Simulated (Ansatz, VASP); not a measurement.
## Two plane-wave programs on MoS

```
Mo S
1.0
     0.00000    3.14437    3.14437
     3.14437    0.00000    3.14437
     3.14437    3.14437    0.00000
Mo S
1 1
Cartesian
  0.0000 0.0000 0.0000
  1.5722 1.5722 1.5722
```

Alike in both runs: task single point; functional PBE; k mesh 12 × 12 × 12; occupations gaussian, width 0.1 eV; no spin polarisation; Hubbard terms Mo d U = 4.38 eV.

|  | VASP | Ansatz |
| --- | --- | --- |
| version | VASP 6.6.1 | Ansatz 0.2.0 |
| potentials or method | VASP PAW PBE potentials, release 64 (Mo_sv, S), cutoff 520 eV | scalar-relativistic, plane waves, PAW |
| valence electrons in the cell | 20 | 20 |

|  | VASP | Ansatz | Ansatz less VASP |
| --- | --- | --- | --- |
| gap on the k mesh at the Fermi level (eV) | 1.00 | 1.80 | +0.794 |
| least direct gap on the mesh (eV) | 1.00 | 1.92 | +0.920 |
| pressure (GPa) | -10.8 | -10.9 | -0.04 |

The programs project onto different local orbitals, so the same U acts differently, and such runs can settle in different states.
